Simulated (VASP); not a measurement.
A run of VASP 6.6.1:

The input INCAR:

```
ALGO = Normal
EDIFF = 1E-6
ENCUT = 520
GGA = PE
ISIF = 2
ISMEAR = 0
LASPH = T
LCHARG = T
LELF = T
LREAL = F
LVHAR = T
LWAVE = F
NBANDS = 39
NELM = 80
PREC = Accurate
SIGMA = 0.1
```

The input KPOINTS:

```
k-points
0
Gamma
  4 4 4
```

The input POSCAR:

```
Ga3IrRu
1.0
    4.4205509400      0.0000000000      0.0000000000
    0.0000000000      4.4205509400      0.0000000000
    0.0000000000      0.0000000000      4.4205509400
Ga Ru Ir
3 1 1
Direct
    0.5000000000      0.0000000000      0.0000000000
    0.0000000000      0.5000000000      0.0000000000
    0.0000000000      0.0000000000      0.5000000000
    0.5000000000      0.5000000000      0.5000000000
    0.0000000000      0.0000000000      0.0000000000
```

Potentials or basis: VASP PAW PBE potentials, release 64 (Ga_d, Ru_pv, Ir).

Run with:

```sh
$ cat potpaw_PBE.64/Ga_d/POTCAR potpaw_PBE.64/Ru_pv/POTCAR potpaw_PBE.64/Ir/POTCAR > POTCAR
$ mpirun -np 1 vasp_std > vasp.out
```

Hardware: 1 thread of Intel(R) Xeon(R) Platinum 8259CL CPU @ 2.50GHz (Skylake/Cascade Lake), on a shared host.

Question: How long does it take, and how much memory?

Answer: Wall time 35 s on 1 thread of Intel(R) Xeon(R) Platinum 8259CL CPU @ 2.50GHz (Skylake/Cascade Lake), with other jobs on the host, peak memory 0.22 GiB. Counts: scf iterations 14, k points 10.
